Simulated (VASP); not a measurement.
# CaAlBrCl3 (P3m1) in VASP: further runs

The runs below take CaAlBrCl3 through single point, relaxation of cell and atoms, with PBE.

Program: VASP 6.6.1. These are calculated values, not measurements. Logs are shortened: lines on timing, memory, paths and dates and some standing lists are left out, and cuts for length are marked.

## 1. The cell of the first run

The structure is trigonal, space group P3m1 (No. 156). The conventional cell has a = 4.040 Å, b = 4.040 Å, c = 12.538 Å, α = 90.00°, β = 90.00°, γ = 120.00°. Ca (site symmetry 3m) has 6 Cl at 2.74 to 2.75 Å within 3.6 Å. Al (site symmetry 3m) has 3 Cl at 2.64 Å and 3 Br at 2.75 Å within 3.5 Å. Br (site symmetry 3m) has 3 Al at 2.75 Å and 3 Cl at 3.57 Å within 3.6 Å. Cl (site symmetry 3m) has 3 Ca at 2.75 Å within 3.6 Å. Within 3.5 Å of Cl (site symmetry 3m) lie 3 Al at 2.64 Å. Within 3.6 Å of Cl (site symmetry 3m) lie 3 Ca at 2.74 Å.

## 2. Single point, PBE

INCAR

```
SYSTEM = CaAlBrCl3
ALGO = Normal
EDIFF = 1E-6
ENCUT = 520
GGA = PE
ISIF = 2
ISMEAR = 0
LASPH = .TRUE.
LCHARG = .FALSE.
LREAL = .FALSE.
LWAVE = .FALSE.
NBANDS = 30
NELM = 100
PREC = Accurate
SIGMA = 0.2
```

KPOINTS

```
k-points
0
G
  4 4 2
  0 0 0
```

POSCAR

```
CaAlBrCl3
1.0
    4.0404722239      0.0000000000      0.0000000000
   -2.0202361119      3.4991515892      0.0000000000
    0.0000000000      0.0000000000     12.5384291830
Ca Al Br Cl
1 1 1 3
Direct
    0.3333333333      0.6666666667      0.6599628216
    0.6666666667      0.3333333333      0.1792266133
    0.0000000000      0.0000000000      1.0624959045
    0.6666666667      0.3333333333      0.7754885582
    0.3333333333      0.6666666667      0.2776601079
    0.0000000000      0.0000000000      0.5451649745
```

Potentials or basis: VASP PAW PBE potentials, release 64 (Ca_sv, Al, Br, Cl).

Launch:

```console
> cat potpaw_PBE.64/Ca_sv/POTCAR potpaw_PBE.64/Al/POTCAR potpaw_PBE.64/Br/POTCAR potpaw_PBE.64/Cl/POTCAR > POTCAR
> mpirun -np 1 vasp_std > vasp.out
```

OUTCAR:

```text
SYSTEM = CaAlBrCl3
   EDIFF = 1E-6
   ENCUT = 520
   GGA = PE
   ISIF = 2
   ISMEAR = 0
   LASPH = .TRUE.
   LREAL = .FALSE.
   NELM = 100
   PREC = Accurate

 ion  position               nearest neighbor table
   1  0.333  0.667  0.660-   6 2.74   6 2.74   6 2.74   4 2.75   4 2.75   4 2.75
   2  0.667  0.333  0.179-   5 2.64   5 2.64   5 2.64   3 2.75   3 2.75   3 2.75
   3  0.000  0.000  0.062-   2 2.75   2 2.75   2 2.75
   4  0.667  0.333  0.775-   1 2.75   1 2.75   1 2.75
   5  0.333  0.667  0.278-   2 2.64   2 2.64   2 2.64
   6  0.000  0.000  0.545-   1 2.74   1 2.74   1 2.74

  LATTYP: Found a hexagonal cell.
 ALAT       =     4.0404722239
 C/A-ratio  =     3.1032088549

  Lattice vectors:

 A1 = (   4.0404722239,   0.0000000000,   0.0000000000)
 A2 = (  -2.0202361119,   3.4991515892,   0.0000000000)
 A3 = (   0.0000000000,   0.0000000000,  12.5384291830)

Analysis of symmetry for initial positions (statically):
=====================================================================
 Subroutine PRICEL returns:
 Original cell was already a primitive cell.

 Routine SETGRP: Setting up the symmetry group for a
 hexagonal supercell.

 Subroutine GETGRP returns: Found  6 space group operations
 (whereof  6 operations were pure point group operations)
 out of a pool of 24 trial point group operations.

The static configuration has the point symmetry C_3v.

Analysis of symmetry for dynamics (positions and initial velocities):
=====================================================================
 Subroutine PRICEL returns:
 Original cell was already a primitive cell.

 Routine SETGRP: Setting up the symmetry group for a
 hexagonal supercell.

 Subroutine GETGRP returns: Found  6 space group operations
 (whereof  6 operations were pure point group operations)
 out of a pool of 24 trial point group operations.

The dynamic configuration has the point symmetry C_3v.

 Subroutine INISYM returns: Found  6 space group operations
 (whereof  6 operations are pure point group operations),
 and found     1 'primitive' translations

----------------------------------------------------------------------------------------

                                     Primitive cell

  volume of cell :     177.2711

  direct lattice vectors                    reciprocal lattice vectors
     4.040472224  0.000000000  0.000000000     0.247495823  0.142891780  0.000000000
    -2.020236112  3.499151589  0.000000000     0.000000000  0.285783561  0.000000000
     0.000000000  0.000000000 12.538429183     0.000000000  0.000000000  0.079754807

  length of vectors
     4.040472224  4.040472224 12.538429183     0.285783561  0.285783561  0.079754807

  position of ions in fractional coordinates (direct lattice)
     0.333333333  0.666666667  0.659962822
     0.666666667  0.333333333  0.179226613
     0.000000000  0.000000000  0.062495904
     0.666666667  0.333333333  0.775488558
     0.333333333  0.666666667  0.277660108
     0.000000000  0.000000000  0.545164974

  ion indices of the primitive-cell ions
   primitive index   ion index
                 1           1
                 2           2
                 3           3
                 4           4
                 5           5
                 6           6

----------------------------------------------------------------------------------------

 KPOINTS: k-points

Automatic generation of k-mesh.
 Grid dimensions read from file:
 generate k-points for:    4    4    2

 Generating k-lattice:

  Cartesian coordinates                     Fractional coordinates (reciprocal lattice)
     0.061873956  0.035722945  0.000000000     0.250000000  0.000000000  0.000000000
     0.000000000  0.071445890  0.000000000     0.000000000  0.250000000  0.000000000
     0.000000000  0.000000000  0.039877404     0.000000000  0.000000000  0.500000000

  Length of vectors
     0.071445890  0.071445890  0.039877404

  Shift w.r.t. Gamma in fractional coordinates (k-lattice)
     0.000000000  0.000000000  0.000000000

 Subroutine IBZKPT returns following result:
 ===========================================

 Found      8 irreducible k-points:

 Following reciprocal coordinates:
            Coordinates               Weight
  0.000000  0.000000  0.000000      1.000000
  0.250000  0.000000  0.000000      6.000000
  0.500000  0.000000  0.000000      3.000000
  0.250000  0.250000  0.000000      6.000000
  0.000000  0.000000  0.500000      1.000000
  0.250000  0.000000  0.500000      6.000000
  0.500000  0.000000  0.500000      3.000000
  0.250000  0.250000  0.500000      6.000000
   k-points           NKPTS =      8   k-points in BZ     NKDIM =      8   number of bands    NBANDS=     30
   number of dos      NEDOS =    301   number of ions     NIONS =      6
   total plane-waves  NPLWV =  86400
   dimension x,y,z NGX =    30 NGY =   30 NGZ =   96
   dimension x,y,z NGXF=    60 NGYF=   60 NGZF=  192
   ions per type =               1   1   1   3
   NGX,Y,Z   is equivalent  to a cutoff of  12.34, 12.34, 12.73 a.u.
   NGXF,Y,Z  is equivalent  to a cutoff of  24.69, 24.69, 25.46 a.u.
 SYSTEM =  CaAlBrCl3
   PREC   = accura    normal or accurate (medium, high low for compatibility)
   ISTART =      0    job   : 0-new  1-cont  2-samecut
   ICHARG =      2    charge: 1-file 2-atom 10-const
   ISPIN  =      1    spin polarized calculation?
   LNONCOLLINEAR =      F non collinear calculations
   LSORBIT =      F    spin-orbit coupling
   LASPH  =      T    aspherical Exc in radial PAW
   ENCUT  =  520.0 eV  38.22 Ry    6.18 a.u.   7.51  7.51 23.31*2*pi/ulx,y,z
   NELM   =    100;   NELMIN=  2; NELMDL= -5     # of ELM steps
   EDIFF  = 0.1E-05   stopping-criterion for ELM
   LREAL  =      F    real-space projection
   EDIFFG = 0.1E-04   stopping-criterion for IOM
   NSW    =      0    number of steps for IOM
   IBRION =     -1    ionic relax: 0-MD 1-quasi-New 2-CG
   NFREE  =      0    steps in history (QN), initial steepest desc. (CG)
   ISIF   =      2    stress and relaxation
   ISYM   =      2    0-nonsym 1-usesym 2-fastsym
   POTIM  = 0.5000    time-step for ionic-motion
   TEBEG  =    0.0;   TEEND  =   0.0 temperature during run
   PSTRESS=    0.0 pullay stress
   NELECT =      41.0000    total number of electrons
   NUPDOWN=      -1.0000    fix difference up-down
   EMIN   =  10.00;   EMAX   =-10.00  energy-range for DOS
   EFERMI =   0.00;   METHOD = LEGACY
   ISMEAR =     0;   SIGMA  =   0.20  broadening in eV -4-tet -1-fermi 0-gaus
   EFERMI_NEDOS =   21; number of points for ismear=-14 and -15
   IALGO  =     38    algorithm
   IMIX   =      4    mixing-type and parameters
     AMIX     =   0.40;   BMIX     =  1.00
     AMIX_MAG =   1.60;   BMIX_MAG =  1.00
  volume/ion in A,a.u.               =      29.55       199.38
  Fermi-wavevector in a.u.,A,eV,Ry     =   1.004901  1.898988 13.739528  1.009827
  Thomas-Fermi vector in A             =   2.137547
   LORBIT       =      0    0 simple, 1 ext, 2 COOP (PROOUT), +10 PAW based schemes
   GGA     = PE    functional components
   LHFCALC =     F    Hartree Fock is set to
   AEXX    =    0.0000 exact exchange contribution
   IVDW    =     0    specifies the selected vdW correction
   LEPSILON=     F    determine dielectric tensor
   LRPA    =     F    only Hartree local field effects (RPA)
 non-spin polarized calculation
 Gauss-broadening in eV      SIGMA  =   0.20
  energy-cutoff  :      520.00
  volume of cell :      177.27
 maximum number of plane-waves:      4817
   NGX = 15   NGY = 15   NGZ = 47

 number of electron      40.9999997 magnetization

 Free energy of the ion-electron system (eV)
  ---------------------------------------------------
  ext. energy  EPLUGINS =         0.00000000
  ---------------------------------------------------
  free energy    TOTEN  =       -22.04176281 eV

  energy without entropy =      -21.99669551  energy(sigma->0) =      -22.01922916

 E-fermi :   2.7296     XC(G=0):  -7.7736

 val. band max:        2.6689194778   @ k =   0.2500   0.0000   0.0000
 cond. band min:       3.0477194403   @ k =   0.2500   0.2500   0.0000
 fundamental gap:      0.3787999625
 Fermi energy:         2.7296477877

 k-point     1 :       0.0000    0.0000    0.0000
  band No.  band energies     occupation
      1     -39.0569      2.00000
      2     -20.1410      2.00000
      3     -20.0411      2.00000
      4     -20.0411      2.00000
      5     -14.2277      2.00000
      6     -13.8045      2.00000
[... 22 lines left out ...]
     29       6.6284      0.00000
     30       6.8102      0.00000

 k-point     2 :       0.2500    0.0000    0.0000
  band No.  band energies     occupation
      1     -39.0529      2.00000
      2     -20.1259      2.00000
      3     -20.1098      2.00000
      4     -20.0541      2.00000
      5     -14.0402      2.00000
      6     -13.6204      2.00000
[... 22 lines left out ...]
     29       6.9225      0.00000
     30       7.0906      0.00000

 k-point     3 :       0.5000    0.0000    0.0000
  band No.  band energies     occupation
      1     -39.0490      2.00000
      2     -20.1973      2.00000
      3     -20.0886      2.00000
      4     -20.0669      2.00000
      5     -13.8227      2.00000
      6     -13.5076      2.00000
[... 22 lines left out ...]
     29       7.3066      0.00000
     30       7.5476      0.00000

 k-point     4 :       0.2500    0.2500    0.0000
  band No.  band energies     occupation
      1     -39.0490      2.00000
      2     -20.1637      2.00000
      3     -20.1041      2.00000
      4     -20.0862      2.00000
      5     -13.8290      2.00000
      6     -13.4445      2.00000
[... 22 lines left out ...]
     29       7.3160      0.00000
     30       8.2338      0.00000

 k-point     5 :       0.0000    0.0000    0.5000
  band No.  band energies     occupation
      1     -39.0569      2.00000
      2     -20.1410      2.00000
      3     -20.0411      2.00000
      4     -20.0411      2.00000
      5     -14.2268      2.00000
      6     -13.8095      2.00000
[... 22 lines left out ...]
     29       6.6327      0.00000
     30       6.8104      0.00000

 k-point     6 :       0.2500    0.0000    0.5000
  band No.  band energies     occupation
      1     -39.0529      2.00000
      2     -20.1259      2.00000
      3     -20.1098      2.00000
      4     -20.0541      2.00000
      5     -14.0399      2.00000
      6     -13.6239      2.00000
[... 22 lines left out ...]
     29       6.8706      0.00000
     30       6.9326      0.00000

 k-point     7 :       0.5000    0.0000    0.5000
  band No.  band energies     occupation
      1     -39.0490      2.00000
      2     -20.1973      2.00000
      3     -20.0886      2.00000
      4     -20.0669      2.00000
      5     -13.8228      2.00000
      6     -13.5072      2.00000
[... 22 lines left out ...]
     29       7.3372      0.00000
     30       7.4633      0.00000

 k-point     8 :       0.2500    0.2500    0.5000
  band No.  band energies     occupation
      1     -39.0490      2.00000
      2     -20.1637      2.00000
      3     -20.1041      2.00000
      4     -20.0862      2.00000
      5     -13.8290      2.00000
      6     -13.4453      2.00000
[... 22 lines left out ...]
     29       7.2177      0.00000
     30       8.1679      0.00000

------------------------ aborting loop because EDIFF is reached ----------------------------------------

  FORCE on cell =-STRESS in cart. coord.  units (eV):
  Direction    XX          YY          ZZ          XY          YZ          ZX
  --------------------------------------------------------------------------------------
  -------------------------------------------------------------------------------------
  Total       -0.0846178     -0.0846178      0.2937919     -0.0000000      0.0000000      0.0000000
  in kB       -0.7647761     -0.7647761      2.6552928     -0.0000000      0.0000000      0.0000000
  external PRESSURE =       0.3752469 kB  Pullay stress =       0.0000000 kB

 VOLUME and BASIS-vectors are now :
 -----------------------------------------------------------------------------
  energy-cutoff  :      520.00
  volume of cell :      177.27
      direct lattice vectors                 reciprocal lattice vectors
     4.040472224  0.000000000  0.000000000     0.247495823  0.142891780  0.000000000
    -2.020236112  3.499151589  0.000000000     0.000000000  0.285783561  0.000000000
     0.000000000  0.000000000 12.538429183     0.000000000  0.000000000  0.079754807

 POSITION                                       TOTAL-FORCE (eV/Angst)
 -----------------------------------------------------------------------------------
     -0.00000      2.33277      8.27490        -0.000000     -0.000000      0.011812
      2.02024      1.16638      2.24722         0.000000     -0.000000      0.005603
      0.00000      0.00000      0.78360         0.000000     -0.000000     -0.013362
      2.02024      1.16638      9.72341        -0.000000      0.000000      0.000779
     -0.00000      2.33277      3.48142         0.000000     -0.000000     -0.004857
      0.00000      0.00000      6.83551         0.000000     -0.000000      0.000025
 -----------------------------------------------------------------------------------
    total drift:                                0.000000     -0.000000      0.000160

  FREE ENERGIE OF THE ION-ELECTRON SYSTEM (eV)
  ---------------------------------------------------
  free  energy   TOTEN  =       -22.0417628089 eV

  energy  without entropy=      -21.9966955127  energy(sigma->0) =      -22.01922916
```

It took 40 s on 1 thread of Intel Xeon Platinum 8488C (Sapphire Rapids), shared host; peak memory 0.3 GiB.

Results:

```
Free energy   : -22.0418 eV
Pressure      : 0.0 GPa
Largest force : 0.013 eV/Å
```

Forces on the atoms (eV/Å):
```
Ca   0.000  0.000  0.012
Al   0.000  0.000  0.006
Br   0.000  0.000 -0.013
Cl   0.000  0.000  0.001
Cl   0.000  0.000 -0.005
Cl   0.000  0.000  0.000
```

Levels at points of the mesh, in eV from the Fermi level:
```
           k point  band 18  band 19  band 20  band 21  band 22  band 23  band 24  band 25
(0.00, 0.00, 0.00)    -3.68    -3.68    -3.47    -0.85     1.41     2.56     2.68     2.68
(0.50, 0.00, 0.00)    -4.25    -3.91    -3.78    -0.28     1.89     2.57     3.64     3.88
(0.00, 0.00, 0.50)    -3.68    -3.68    -3.66    -0.81     1.39     2.55     2.69     2.69
(0.50, 0.00, 0.50)    -4.29    -3.91    -3.82    -0.27     1.90     2.58     3.63     3.88
```

Caveat: the k points lie up to 0.45 Å⁻¹ apart; an odd number of electrons without spin polarisation forces a metal; a magnetic or distorted state may lie lower.

## 3. Relaxation of cell and atoms, PBE

This run uses another cell than the first one, of 27.72 Å³/atom, 0.938 times its volume.

INCAR

```
PREC = Accurate
ENCUT = 600
EDIFF = 1E-7
ISMEAR = 0
SIGMA = 0.2
LREAL = False
LASPH = True
NELM = 60
ALGO = Normal
ISIF = 3
LWAVE = False
LCHARG = False
GGA = PE
IBRION = 2
NSW = 36
EDIFFG = -0.08
```

KPOINTS

```
Automatic mesh
0
Gamma
  4 4 2
```

POSCAR

```
CaAlBrCl3
1.0
    4.2549475800      0.0000000000      0.0000000000
   -2.1274737900      3.6848927000      0.0000000000
    0.0000000000      0.0000000000     10.6087816600
Ca Al Br Cl
1 1 1 3
Direct
    0.3333333300      0.6666666700      0.6634089900
    0.6666666700      0.3333333300      0.3500950000
    0.0000000000      0.0000000000      0.9994310100
    0.6666666700      0.3333333300      0.8238899700
    0.3333333300      0.6666666700      0.1693140000
    0.0000000000      0.0000000000      0.4938600100
```

Potentials or basis: VASP PAW PBE potentials, release 64 (Ca_sv, Al, Br, Cl).

Launch:

```console
> cat potpaw_PBE.64/Ca_sv/POTCAR potpaw_PBE.64/Al/POTCAR potpaw_PBE.64/Br/POTCAR potpaw_PBE.64/Cl/POTCAR > POTCAR
> mpirun -np 1 vasp_std > vasp.out
```

It took 17 min on 1 thread of Intel Xeon Platinum 8488C (Sapphire Rapids), shared host; peak memory 0.38 GiB.

It converged, with:

```yaml
Free_energy: -22.0380 eV
Relaxed_volume: 29.48 Å³/atom
Relaxed_cell: a = 4.030 Å, b = 4.030 Å, c = 12.576 Å, α = 90.00°, β = 90.00°, γ = 120.00°
Space_group_after_relaxing_to_0.05_Å: P3m1 (No. 156)
Energy_gained_by_relaxing: 819.5 meV/atom
Ionic_steps: 35
Pressure_after_relaxing: 0.1 GPa
Largest_force_after_relaxing: 0.067 eV/Å
```

Forces on the atoms (eV/Å):
```
Ca   0.000  0.000 -0.053
Al   0.000  0.000  0.004
Br   0.000  0.000 -0.042
Cl   0.000  0.000  0.006
Cl   0.000  0.000  0.018
Cl   0.000  0.000  0.067
```

Stress tensor (GPa, compression positive):
```
0.07 0.00 0.00
0.00 0.07 0.00
0.00 0.00 0.25
```

Step by step:
```csv
step,energy change (eV),largest force (eV/Å),pressure (GPa),volume (Å³)
1,0.0000,2.6763,-0.28,166.34
2,-0.9296,2.0741,-0.55,165.11
3,-2.3457,0.9180,-0.02,160.53
4,-2.5355,0.7657,0.31,158.40
5,-2.6515,0.9499,0.70,153.49
6,-2.8352,0.5426,-1.06,158.96
7,-2.8791,0.4571,-2.13,163.15
8,-2.9909,0.4374,-1.66,160.16
9,-3.1289,0.7546,-0.17,153.12
10,-3.1302,0.7971,0.04,152.28
11,-3.2060,0.8860,0.35,151.62
12,-3.4687,1.1037,1.27,149.55
13,-4.0420,0.8813,3.11,144.98
14,-2.9191,3.0852,10.85,134.36
15,-4.2070,0.2574,3.96,143.01
16,-4.2189,0.3727,4.56,141.85
17,-4.2524,0.3949,4.32,142.71
18,-4.3033,0.7678,3.70,145.26
19,-4.3480,0.7083,3.17,146.78
20,-4.4501,0.5382,1.72,151.39
21,-4.5228,0.4650,-0.65,160.90
22,-4.5546,0.4189,-0.61,161.16
23,-4.6412,0.2878,-0.49,161.87
24,-4.7591,0.3271,-0.09,162.93
25,-4.6314,1.6732,1.56,163.74
26,-4.7757,0.6528,0.27,163.32
27,-4.8335,0.3827,0.20,165.13
28,-4.8744,0.3242,0.18,167.90
29,-4.8745,0.3315,0.18,168.10
30,-4.8924,0.2078,0.07,170.23
31,-4.9039,0.1599,-0.06,173.30
32,-4.9042,0.1661,-0.08,173.88
33,-4.9115,0.1031,0.22,174.19
34,-4.9124,0.0995,0.37,174.34
35,-4.9172,0.0672,0.13,176.88
```

Final structure:
```cif
data_structure
_symmetry_space_group_name_H-M 'P 1'
_symmetry_Int_Tables_number 1
_cell_length_a 4.0300
_cell_length_b 4.0300
_cell_length_c 12.5758
_cell_angle_alpha 90.000
_cell_angle_beta 90.000
_cell_angle_gamma 120.000
_cell_volume 176.88
loop_
_atom_site_label
_atom_site_type_symbol
_atom_site_fract_x
_atom_site_fract_y
_atom_site_fract_z
_atom_site_occupancy
Ca1 Ca 0.33333 0.66667 0.65916 1
Al1 Al 0.66667 0.33333 0.18062 1
Br1 Br 0.00000 0.00000 0.06425 1
Cl1 Cl 0.66667 0.33333 0.77454 1
Cl2 Cl 0.33333 0.66667 0.27841 1
Cl3 Cl 0.00000 0.00000 0.54302 1
```

Levels at points of the mesh, in eV from the Fermi level:
| k point | band 17 | band 18 | band 19 | band 20 | band 21 | band 22 | band 23 | band 24 |
| --- | --- | --- | --- | --- | --- | --- | --- | --- |
| (0.00, 0.00, 0.00) | -3.96 | -3.71 | -3.71 | -3.52 | -0.85 | 1.39 | 2.64 | 2.64 |
| (0.50, 0.00, 0.00) | -4.41 | -4.30 | -3.95 | -3.83 | -0.29 | 1.82 | 2.55 | 3.62 |
| (0.00, 0.00, 0.50) | -3.96 | -3.71 | -3.71 | -3.70 | -0.82 | 1.37 | 2.63 | 2.64 |
| (0.50, 0.00, 0.50) | -4.40 | -4.33 | -3.95 | -3.86 | -0.28 | 1.82 | 2.56 | 3.61 |

Caveat: the k points lie up to 0.45 Å⁻¹ apart in the final cell; an odd number of electrons without spin polarisation forces a metal; a magnetic or distorted state may lie lower; the relaxation stopped at a loose force limit of 0.08 eV/Å, so its end isn't a converged minimum.
